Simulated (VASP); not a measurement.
# NaCl: vibrations by perturbation theory with PBEsol

The system is NaCl.

```
CELL_PARAMETERS angstrom
4.72202 0.00000 0.00000
-2.36101 4.08939 0.00000
0.00000 0.00000 5.55962
ATOMIC_POSITIONS crystal
Na 0.33333 0.66667 0.25000
Na 0.66667 0.33333 0.75000
Cl 0.66667 0.33333 0.25000
Cl 0.33333 0.66667 0.75000
```

```
Program                : VASP 6.6.1
Task                   : vibrations by perturbation theory
Functional             : PBEsol
Potentials or basis    : VASP PAW PBE potentials, release 64 (Na_pv, Cl)
Cutoff                 : 520 eV
k mesh                 : 6 × 6 × 4
Occupations            : gaussian, width 0.01 eV
Spin                   : no spin polarisation
Dipole correction      : no
Further INCAR settings : ALGO = Normal; EDIFF = 1e-08; IBRION = 8; NSW = 1
```

```json
{"Electronic dielectric tensor (diagonal)": "2.20, 2.20, 2.29", "Born charges (mean of the diagonal)": "Na +1.03; Cl -1.03 e", "Highest phonon frequency at Γ, LO-TO splitting left out": "196 cm⁻¹"}
```

Phonon frequencies in cm⁻¹ (negative: imaginary):
```tsv
q point	frequencies
(0.000, 0.000, 0.000)	-1 -1 0 86 86 129 174 189 189 190 190 196
```

Electronic dielectric tensor:
```
2.20 0.00 0.00
0.00 2.20 0.00
0.00 0.00 2.29
```

Born effective charge tensors (e):
atom 1, Na
```
0.98 0.00 0.00
0.00 0.98 0.00
0.00 0.00 1.11
```
atom 2, Na
```
0.98 0.00 0.00
0.00 0.98 0.00
0.00 0.00 1.11
```
atom 3, Cl
```
-0.98  0.00  0.00
 0.00 -0.98  0.00
 0.00  0.00 -1.11
```
atom 4, Cl
```
-0.98  0.00  0.00
 0.00 -0.98  0.00
 0.00  0.00 -1.11
```

Run time: 7.3 min on 1 thread of Intel(R) Xeon(R) 6975P-C (Granite Rapids) (shared host), peak memory 0.46 GiB.
